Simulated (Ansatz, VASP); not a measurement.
Mn3FeSi4: VASP beside Ansatz

INCAR

```
ALGO     = Normal         # electronic algorithm
EDIFF    = 1E-6           # SCF threshold, eV
ENCUT    = 600            # plane-wave cutoff, eV
GGA      = PS             # functional
GGA_COMPAT= F            
ISIF     = 2              # what is computed and relaxed
ISMEAR   = 0              # smearing method
ISPIN    = 2              # spin polarisation
LASPH    = T              # aspherical terms in the spheres
LCHARG   = F              # write CHGCAR
LMAXMIX  = 4              # l up to which the mixer works
LORBIT   = 11             # projections on sites
LREAL    = F              # projectors in reciprocal space
LWAVE    = F              # write WAVECAR
MAGMOM   = 4 4 4 4 0 0 0 0 # initial moments
NBANDS   = 46             # bands
NELM     = 200            # most SCF steps
PREC     = Accurate       # precision mode
SIGMA    = 0.1            # smearing width, eV
```

KPOINTS

```
k-points
0
Gamma
  4 4 4
```

The input POSCAR:

```
Mn3FeSi4
1.0
    4.4637363300      0.0000000000      0.0000000000
    0.0000000000      4.4637363300      0.0000000000
    0.0000000000      0.0000000000      4.4637363300
Fe Mn Si
1 3 4
Direct
    0.3635403900      0.1364596100      0.8635403900
    0.1364596100      0.8635403900      0.3635403900
    0.8635403900      0.3635403900      0.1364596100
    0.6364596100      0.6364596100      0.6364596100
    0.6542152300      0.8457847700      0.1542152300
    0.8457847700      0.1542152300      0.6542152300
    0.1542152300      0.6542152300      0.8457847700
    0.3457847700      0.3457847700      0.3457847700
```

Input for Ansatz:

```yaml
crystal:
  lattice:
    - [4.46373633, 0.0, 0.0]
    - [0.0, 4.46373633, 0.0]
    - [0.0, 0.0, 4.46373633]
  atoms:
    - { symbol: Fe, position: [0.36354039, 0.13645961, 0.86354039], spin: 4.0 }
    - { symbol: Mn, position: [0.13645961, 0.86354039, 0.36354039], spin: 4.0 }
    - { symbol: Mn, position: [0.86354039, 0.36354039, 0.13645961], spin: 4.0 }
    - { symbol: Mn, position: [0.63645961, 0.63645961, 0.63645961], spin: 4.0 }
    - { symbol: Si, position: [0.65421523, 0.84578477, 0.15421523] }
    - { symbol: Si, position: [0.84578477, 0.15421523, 0.65421523] }
    - { symbol: Si, position: [0.15421523, 0.65421523, 0.84578477] }
    - { symbol: Si, position: [0.34578477, 0.34578477, 0.34578477] }
basis:
  ecutwfc: 420
kpoints:
  mp_grid: { grid: [4, 4, 4] }
hamiltonian:
  xc: pbesol
  pseudopotentials: { kind: paw }
scf:
  occupations: { method: gaussian, width: 0.1 }
  lower_state_search: "off"
output:
  forces: true
  stress: true
  eigenvalues: true
  populations: true
magnetization:
  spin_polarized: true
```

Alike in both runs: task single point; functional PBEsol; k mesh 4 × 4 × 4; occupations gaussian, width 0.1 eV; collinear spin.

```csv
,VASP,Ansatz
version,VASP 6.6.1,Ansatz 0.2.0
potentials or method,"VASP PAW PBE potentials, release 64 (Fe, Mn_pv, Si), cutoff 600 eV","scalar-relativistic, plane waves, PAW"
valence electrons in the cell,63,77
```

|  | VASP | Ansatz | Ansatz less VASP |
| --- | --- | --- | --- |
| gap on the k mesh at the Fermi level (eV) | none | none | - |
| pressure (GPa) | -1.8 | -2.0 | -0.23 |
| traceless stress, the component that is largest in VASP (GPa) | 0.55 | 0.56 | +0.006 |
| rms of the force components (eV/Å) | 0.110 | 0.108 | -0.0017 |
| net moment per atom (μB) | 0.32 | 0.32 | +0.001 |
| size of the moment on the site where the two differ most (μB) | 0.76 | 0.72 | -0.043 |

VASP's potentials were made for PBE, not for PBEsol. Site moments also hang on the region over which each program counts them. Atom by atom the forces differ by 0.011 eV/Å (rms over components). A gap of «none» marks a metal or a gap that the smearing closes. VASP's potentials hold 63 valence electrons a cell and Ansatz's 77, so a difference there can come from the potentials and not from the codes.
